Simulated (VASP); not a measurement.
# C (Cm) in VASP: a series of runs

Runs on C. Level: PBE. Tasks: single point.

Program: VASP 6.6.1. These are calculated values, not measurements. Logs are shortened: lines on timing, memory, paths and dates and some standing lists are left out, and cuts for length are marked.

## Step 1: The cell of the first run

It takes space group Cm (No. 8, monoclinic). The conventional cell has a = 4.368 Å, b = 2.522 Å, c = 8.237 Å, α = 90.00°, β = 90.00°, γ = 90.00°. Within 2.0 Å of C (site symmetry m) lie 4 C at 1.49 to 1.74 Å. Within 2.1 Å of C (site symmetry m) lie 4 C at 1.54 Å. Within 2.1 Å of C (site symmetry m) lie 4 C at 1.54 Å. Within 2.1 Å of C (site symmetry m) lie 4 C at 1.54 Å. Within 2.0 Å of C (site symmetry m) lie 4 C at 1.49 to 1.74 Å. Within 2.1 Å of C (site symmetry m) lie 4 C at 1.54 Å. C (site symmetry m) has 4 C at 1.49 to 1.54 Å within 2.0 Å. C (site symmetry m) has 4 C at 1.54 Å within 2.1 Å.

## Step 2: Single point, PBE (atom 5 (C) moved -0.200 Å towards its neighbour atom 1 (C) at 1.544 Å)

INCAR

```
PREC = Accurate
ENCUT = 520
EDIFF = 1E-7
ISMEAR = 0
SIGMA = 0.05
LREAL = F
LASPH = T
NELM = 80
ALGO = Normal
ISIF = 2
LWAVE = F
LCHARG = F
GGA = PE
NBANDS = 26
```

KPOINTS

```
regular mesh
0
Gamma
  12 12 4
```

POSCAR

```
C
1.0
    2.5220988435      0.0000000000      0.0000000000
   -1.2610494217      2.1842016693      0.0000000000
    0.0000000000      0.0000000000      8.2371000000
C
8
Direct
    0.0000000000      0.0000000000      0.0937500000
    0.0000000000      0.0000000000      0.5937500000
    0.0000000000      0.0000000000      0.4062500000
    0.0000000000      0.0000000000      0.9062500000
    0.3764982832      0.7529965663      0.1643434281
    0.6666666667      0.3333333333      0.6562500000
    0.3333333333      0.6666666667      0.3437500000
    0.6666666667      0.3333333333      0.8437500000
```

Potentials or basis: VASP PAW PBE potentials, release 64 (C).

Started as:

```
> cat potpaw_PBE.64/C/POTCAR > POTCAR
> mpirun -np 1 vasp_std > vasp.out
```

OUTCAR:

```text
PREC = Accurate
   ENCUT = 520
   EDIFF = 1E-7
   ISMEAR = 0
   LREAL = F
   LASPH = T
   NELM = 80
   ISIF = 2
   GGA = PE

 ion  position               nearest neighbor table
   1  0.000  0.000  0.094-   5 1.49   5 1.49   4 1.54   5 1.74
   2  0.000  0.000  0.594-   3 1.54   6 1.54   6 1.54   6 1.54
   3  0.000  0.000  0.406-   2 1.54   7 1.54   7 1.54   7 1.54
   4  0.000  0.000  0.906-   1 1.54   8 1.54   8 1.54   8 1.54
   5  0.376  0.753  0.164-   7 1.49   1 1.49   1 1.49   1 1.74
   6  0.667  0.333  0.656-   8 1.54   2 1.54   2 1.54   2 1.54
   7  0.333  0.667  0.344-   5 1.49   3 1.54   3 1.54   3 1.54
   8  0.667  0.333  0.844-   6 1.54   4 1.54   4 1.54   4 1.54

  LATTYP: Found a hexagonal cell.
 ALAT       =     2.5220988435
 C/A-ratio  =     3.2659703331

  Lattice vectors:

 A1 = (   2.5220988435,   0.0000000000,   0.0000000000)
 A2 = (  -1.2610494217,   2.1842016693,   0.0000000000)
 A3 = (   0.0000000000,   0.0000000000,   8.2371000000)

Analysis of symmetry for initial positions (statically):
=====================================================================
 Subroutine PRICEL returns:
 Original cell was already a primitive cell.

 Routine SETGRP: Setting up the symmetry group for a
 hexagonal supercell.

 Subroutine GETGRP returns: Found  2 space group operations
 (whereof  2 operations were pure point group operations)
 out of a pool of 24 trial point group operations.

The static configuration has the point symmetry C_1h.

Analysis of symmetry for dynamics (positions and initial velocities):
=====================================================================
 Subroutine PRICEL returns:
 Original cell was already a primitive cell.

 Routine SETGRP: Setting up the symmetry group for a
 hexagonal supercell.

 Subroutine GETGRP returns: Found  2 space group operations
 (whereof  2 operations were pure point group operations)
 out of a pool of 24 trial point group operations.

The dynamic configuration has the point symmetry C_1h.

 Subroutine INISYM returns: Found  2 space group operations
 (whereof  2 operations are pure point group operations),
 and found     1 'primitive' translations

----------------------------------------------------------------------------------------

                                     Primitive cell

  volume of cell :      45.3763

  direct lattice vectors                    reciprocal lattice vectors
     2.522098843  0.000000000  0.000000000     0.396495166  0.228916591  0.000000000
    -1.261049422  2.184201669  0.000000000     0.000000000  0.457833182  0.000000000
     0.000000000  0.000000000  8.237100000     0.000000000  0.000000000  0.121401950

  length of vectors
     2.522098843  2.522098843  8.237100000     0.457833182  0.457833182  0.121401950

  position of ions in fractional coordinates (direct lattice)
     0.000000000  0.000000000  0.093750000
     0.000000000  0.000000000  0.593750000
     0.000000000  0.000000000  0.406250000
     0.000000000  0.000000000  0.906250000
     0.376498283  0.752996566  0.164343428
     0.666666667  0.333333333  0.656250000
     0.333333333  0.666666667  0.343750000
     0.666666667  0.333333333  0.843750000

  ion indices of the primitive-cell ions
   primitive index   ion index
                 1           1
                 2           2
                 3           3
                 4           4
                 5           5
                 6           6
                 7           7
                 8           8

----------------------------------------------------------------------------------------

 KPOINTS: regular mesh

Automatic generation of k-mesh.
 Grid dimensions read from file:
 generate k-points for:   12   12    4

 Generating k-lattice:

  Cartesian coordinates                     Fractional coordinates (reciprocal lattice)
     0.033041264  0.019076383  0.000000000     0.083333333  0.000000000  0.000000000
     0.000000000  0.038152765  0.000000000     0.000000000  0.083333333  0.000000000
     0.000000000  0.000000000  0.030350487     0.000000000  0.000000000  0.250000000

  Length of vectors
     0.038152765  0.038152765  0.030350487

  Shift w.r.t. Gamma in fractional coordinates (k-lattice)
     0.000000000  0.000000000  0.000000000

 Subroutine IBZKPT returns following result:
 ===========================================

 Found    164 irreducible k-points:

 Following reciprocal coordinates:
            Coordinates               Weight
  0.000000  0.000000  0.000000      1.000000
  0.083333  0.000000  0.000000      4.000000
  0.000000  0.083333  0.000000      2.000000
  0.166667  0.000000  0.000000      4.000000
  0.000000  0.166667  0.000000      2.000000
  0.250000  0.000000  0.000000      4.000000
[... 16 lines left out ...]
 -0.083333  0.416667  0.000000      4.000000
 -0.416667  0.333333  0.000000      4.000000
 [... further k-points ...]
   k-points           NKPTS =    164   k-points in BZ     NKDIM =    164   number of bands    NBANDS=     26
   number of dos      NEDOS =    301   number of ions     NIONS =      8
   total plane-waves  NPLWV =  25600
   dimension x,y,z NGX =    20 NGY =   20 NGZ =   64
   dimension x,y,z NGXF=    40 NGYF=   40 NGZF=  128
   ions per type =               8
   NGX,Y,Z   is equivalent  to a cutoff of  13.18, 13.18, 12.92 a.u.
   NGXF,Y,Z  is equivalent  to a cutoff of  26.37, 26.37, 25.83 a.u.
 SYSTEM =  unknown system
   PREC   = accura    normal or accurate (medium, high low for compatibility)
   ISTART =      0    job   : 0-new  1-cont  2-samecut
   ICHARG =      2    charge: 1-file 2-atom 10-const
   ISPIN  =      1    spin polarized calculation?
   LNONCOLLINEAR =      F non collinear calculations
   LSORBIT =      F    spin-orbit coupling
   LASPH  =      T    aspherical Exc in radial PAW
   ENCUT  =  520.0 eV  38.22 Ry    6.18 a.u.   4.69  4.69 15.32*2*pi/ulx,y,z
   NELM   =     80;   NELMIN=  2; NELMDL= -5     # of ELM steps
   EDIFF  = 0.1E-06   stopping-criterion for ELM
   LREAL  =      F    real-space projection
   EDIFFG = 0.1E-05   stopping-criterion for IOM
   NSW    =      0    number of steps for IOM
   IBRION =     -1    ionic relax: 0-MD 1-quasi-New 2-CG
   NFREE  =      0    steps in history (QN), initial steepest desc. (CG)
   ISIF   =      2    stress and relaxation
   ISYM   =      2    0-nonsym 1-usesym 2-fastsym
   POTIM  = 0.5000    time-step for ionic-motion
   TEBEG  =    0.0;   TEEND  =   0.0 temperature during run
   PSTRESS=    0.0 pullay stress
   NELECT =      32.0000    total number of electrons
   NUPDOWN=      -1.0000    fix difference up-down
   EMIN   =  10.00;   EMAX   =-10.00  energy-range for DOS
   EFERMI =   0.00;   METHOD = LEGACY
   ISMEAR =     0;   SIGMA  =   0.05  broadening in eV -4-tet -1-fermi 0-gaus
   EFERMI_NEDOS =   21; number of points for ismear=-14 and -15
   IALGO  =     38    algorithm
   IMIX   =      4    mixing-type and parameters
     AMIX     =   0.40;   BMIX     =  1.00
     AMIX_MAG =   1.60;   BMIX_MAG =  1.00
  volume/ion in A,a.u.               =       5.67        38.28
  Fermi-wavevector in a.u.,A,eV,Ry     =   1.457186  2.753683 28.890503  2.123392
  Thomas-Fermi vector in A             =   2.574017
   LORBIT       =      0    0 simple, 1 ext, 2 COOP (PROOUT), +10 PAW based schemes
   GGA     = PE    functional components
   LHFCALC =     F    Hartree Fock is set to
   AEXX    =    0.0000 exact exchange contribution
   IVDW    =     0    specifies the selected vdW correction
   LEPSILON=     F    determine dielectric tensor
   LRPA    =     F    only Hartree local field effects (RPA)
 non-spin polarized calculation
 Gauss-broadening in eV      SIGMA  =   0.05
  energy-cutoff  :      520.00
  volume of cell :       45.38
 maximum number of plane-waves:      1242
   NGX =  9   NGY =  9   NGZ = 31

 number of electron      31.9999994 magnetization

 Free energy of the ion-electron system (eV)
  ---------------------------------------------------
  ext. energy  EPLUGINS =         0.00000000
  ---------------------------------------------------
  free energy    TOTEN  =       -72.02881886 eV

  energy without entropy =      -72.02881886  energy(sigma->0) =      -72.02881886

 E-fermi :  11.6586     XC(G=0): -13.2511

 val. band max:       11.4363541644   @ k =   0.0000   0.0000   0.0000
 cond. band min:      13.6706169172   @ k =   0.0000   0.0000   0.0000
 fundamental gap:      2.2342627529
 Fermi energy:        11.6585900263

 k-point     1 :       0.0000    0.0000    0.0000
  band No.  band energies     occupation
      1     -11.7899      2.00000
      2     -10.2024      2.00000
      3      -9.9152      2.00000
      4      -5.9260      2.00000
      5      -3.7748      2.00000
      6       2.8677      2.00000
[... 18 lines left out ...]
     25      18.2033      0.00000
     26      18.4983      0.00000

 k-point     2 :       0.0833    0.0000    0.0000
  band No.  band energies     occupation
      1     -11.6194      2.00000
      2     -10.0351      2.00000
      3      -9.7474      2.00000
      4      -5.7740      2.00000
      5      -3.6191      2.00000
      6       2.9383      2.00000
[... 18 lines left out ...]
     25      18.7333      0.00000
     26      18.9310      0.00000

 k-point     3 :       0.0000    0.0833    0.0000
  band No.  band energies     occupation
      1     -11.6197      2.00000
      2     -10.0357      2.00000
      3      -9.7476      2.00000
      4      -5.7738      2.00000
      5      -3.6211      2.00000
      6       2.9456      2.00000
[... 572 lines left out ...]
 k-point    23 :      -0.0833    0.4167    0.0000
  band No.  band energies     occupation
      1      -8.3311      2.00000
      2      -6.8617      2.00000
      3      -6.5364      2.00000
      4      -2.9635      2.00000
      5      -2.2948      2.00000
      6      -1.2034      2.00000
[... 18 lines left out ...]
     25      21.2624      0.00000
     26      21.5578      0.00000

 k-point    24 :      -0.4167    0.3333    0.0000
  band No.  band energies     occupation
      1      -8.2964      2.00000
      2      -6.8160      2.00000
      3      -6.4912      2.00000
      4      -2.8857      2.00000
      5      -2.5589      2.00000
      6      -1.2320      2.00000
[... 18 lines left out ...]
     25      21.1514      0.00000
     26      21.6313      0.00000

 [... further k-points ...]

------------------------ aborting loop because EDIFF is reached ----------------------------------------

  FORCE on cell =-STRESS in cart. coord.  units (eV):
  Direction    XX          YY          ZZ          XY          YZ          ZX
  --------------------------------------------------------------------------------------
  -------------------------------------------------------------------------------------
  Total        0.2828391      0.5259704      4.0001732      0.0000000     -0.1353092     -0.0000000
  in kB        9.9866740     18.5713187    141.2408110      0.0000000     -4.7775897     -0.0000000
  external PRESSURE =      56.5996012 kB  Pullay stress =       0.0000000 kB

 VOLUME and BASIS-vectors are now :
 -----------------------------------------------------------------------------
  energy-cutoff  :      520.00
  volume of cell :       45.38
      direct lattice vectors                 reciprocal lattice vectors
     2.522098843  0.000000000  0.000000000     0.396495166  0.228916591  0.000000000
    -1.261049422  2.184201669  0.000000000     0.000000000  0.457833182  0.000000000
     0.000000000  0.000000000  8.237100000     0.000000000  0.000000000  0.121401950

 POSITION                                       TOTAL-FORCE (eV/Angst)
 -----------------------------------------------------------------------------------
      0.00000      0.00000      0.77223         0.000000      3.483924      0.317367
      0.00000      0.00000      4.89078         0.000000      0.131417     -0.342535
      0.00000      0.00000      3.34632        -0.000000     -0.049628      0.758513
      0.00000      0.00000      7.46487         0.000000      0.115093      0.686957
      0.00000      1.64470      1.35371        -0.000000     -4.623946     -2.710175
      1.26105      0.72807      5.40560        -0.000000     -0.003617     -0.308262
     -0.00000      1.45613      2.83150         0.000000      1.024486      1.228214
      1.26105      0.72807      6.95005        -0.000000     -0.077729      0.369922
 -----------------------------------------------------------------------------------
    total drift:                               -0.000000      0.000011      0.000026

  FREE ENERGIE OF THE ION-ELECTRON SYSTEM (eV)
  ---------------------------------------------------
  free  energy   TOTEN  =       -72.0288188639 eV

  energy  without entropy=      -72.0288188639  energy(sigma->0) =      -72.02881886
```

Run time: 4.7 min. Hardware: 1 thread of Intel Xeon 8259CL, shared host; peak memory 0.25 GiB.

Results:

| Item | Value |
| --- | --- |
| Free energy | -72.0288 eV |
| Pressure | 5.7 GPa |
| Largest force | 5.360 eV/Å |
| Band gap on the k mesh | 2.23 eV |

Forces on the atoms (eV/Å):
```
C    0.000  3.484  0.317
C    0.000  0.131 -0.343
C    0.000 -0.050  0.759
C    0.000  0.115  0.687
C    0.000 -4.624 -2.710
C    0.000 -0.004 -0.308
C    0.000  1.024  1.228
C    0.000 -0.078  0.370
```

Levels at points of the mesh, in eV from the valence-band top:
```
           k point  band 12  band 13  band 14  band 15  band 16  band 17  band 18  band 19  band 20  band 21
(0.00, 0.00, 0.00)    -3.46    -2.60    -2.16    -1.82     0.00     2.23     3.83     4.39     4.65     5.56
(0.50, 0.00, 0.00)    -6.68    -6.37    -5.99    -5.55    -3.91     2.56     3.67     4.15     4.44     5.55
(0.00, 0.50, 0.00)    -6.83    -6.62    -6.17    -5.11    -4.61     2.71     3.24     4.07     4.48     5.57
(0.00, 0.00, 0.50)    -3.71    -2.71    -2.33    -2.30    -0.30     2.48     4.31     4.41     4.98     5.08
(0.50, 0.00, 0.50)    -7.34    -6.80    -6.30    -5.29    -4.33     2.72     3.24     5.17     5.56     5.84
(0.00, 0.50, 0.50)    -7.67    -6.36    -5.97    -5.42    -5.28     2.98     3.21     4.29     5.62     5.78
```

Caveat: the cell differs from its parent crystal (atom 5 (C) moved -0.200 Å towards its neighbour atom 1 (C) at 1.544 Å); the stress differs along the axes, from 1 to 14 GPa; forces of over 1 eV/Å act on the atoms, so gaps and moduli don't describe the material at rest. A k mesh can miss the band edges.

## Step 3: Single point, PBE (atom 5 (C) moved +0.200 Å towards its neighbour atom 1 (C) at 1.544 Å)

INCAR

```
SYSTEM = C
PREC     = Accurate       ! precision mode
ENCUT    = 520            ! plane-wave cutoff, eV
EDIFF    = 1E-6           ! SCF threshold, eV
ISMEAR   = 0              ! smearing method
SIGMA    = 0.05           ! smearing width, eV
LREAL    = .False.        ! projectors in reciprocal space
LASPH    = .True.         ! aspherical terms in the spheres
NELM     = 60             ! most SCF steps
ALGO     = Normal         ! electronic algorithm
ISIF     = 2              ! what is computed and relaxed
LWAVE    = .False.        ! write WAVECAR
LCHARG   = .False.        ! write CHGCAR
GGA      = PE             ! functional
NBANDS   = 26             ! bands
```

KPOINTS

```
regular mesh
0
Gamma
  12 12 4
  0 0 0
```

POSCAR, as its differences from that of step 2:

```diff
@@ -12,3 +12,3 @@
     0.0000000000      0.0000000000      0.9062500000
-    0.3764982832      0.7529965663      0.1643434281
+    0.2901683835      0.5803367670      0.1481565719
     0.6666666667      0.3333333333      0.6562500000
```

Potentials or basis: VASP PAW PBE potentials, release 64 (C).

Started as:

```
> cat potpaw_PBE.64/C/POTCAR > POTCAR
> mpirun -np 1 vasp_std > vasp.out
```

It took 4 min on 1 thread of Intel Xeon 8259CL, shared host; peak memory 0.25 GiB.

Results (log left out):

```
Free energy            : -71.7167 eV
Pressure               : 7.7 GPa
Largest force          : 10.455 eV/Å
Band gap on the k mesh : 2.88 eV (least direct gap 3.14 eV)
```

Forces in eV/Å, atoms in the order of the input:
```
C    0.000 -8.316 -3.231
C    0.000 -0.132 -0.290
C    0.000  0.000 -0.046
C    0.000 -0.116 -0.038
C    0.000  9.643  4.038
C    0.000  0.005 -0.332
C    0.000 -1.145 -0.372
C    0.000  0.061  0.270
```

Stress tensor (GPa, compression positive):
```
-0.93  0.00  0.00
 0.00 11.54  4.97
 0.00  4.97 12.61
```

Levels at points of the mesh, in eV from the valence-band top:
| k point | band 13 | band 14 | band 15 | band 16 | band 17 | band 18 | band 19 | band 20 |
| --- | --- | --- | --- | --- | --- | --- | --- | --- |
| (0.00, 0.00, 0.00) | -1.83 | -1.20 | -0.45 | 0.00 | 3.14 | 4.20 | 4.97 | 5.44 |
| (0.50, 0.00, 0.00) | -5.73 | -5.25 | -4.22 | -3.54 | 2.88 | 4.39 | 4.76 | 5.20 |
| (0.00, 0.50, 0.00) | -5.62 | -5.37 | -4.57 | -3.65 | 3.83 | 4.76 | 5.26 | 5.54 |
| (0.00, 0.00, 0.50) | -1.94 | -1.43 | -1.38 | -0.29 | 3.33 | 4.90 | 5.19 | 5.29 |
| (0.50, 0.00, 0.50) | -5.52 | -5.25 | -4.38 | -4.22 | 2.94 | 4.05 | 5.72 | 6.26 |
| (0.00, 0.50, 0.50) | -5.75 | -5.45 | -4.40 | -4.32 | 4.02 | 4.34 | 5.75 | 6.69 |

Caveat: the cell differs from its parent crystal (atom 5 (C) moved +0.200 Å towards its neighbour atom 1 (C) at 1.544 Å); the stress differs along the axes, from -1 to 13 GPa; forces of over 1 eV/Å act on the atoms, so gaps and moduli don't describe the material at rest.
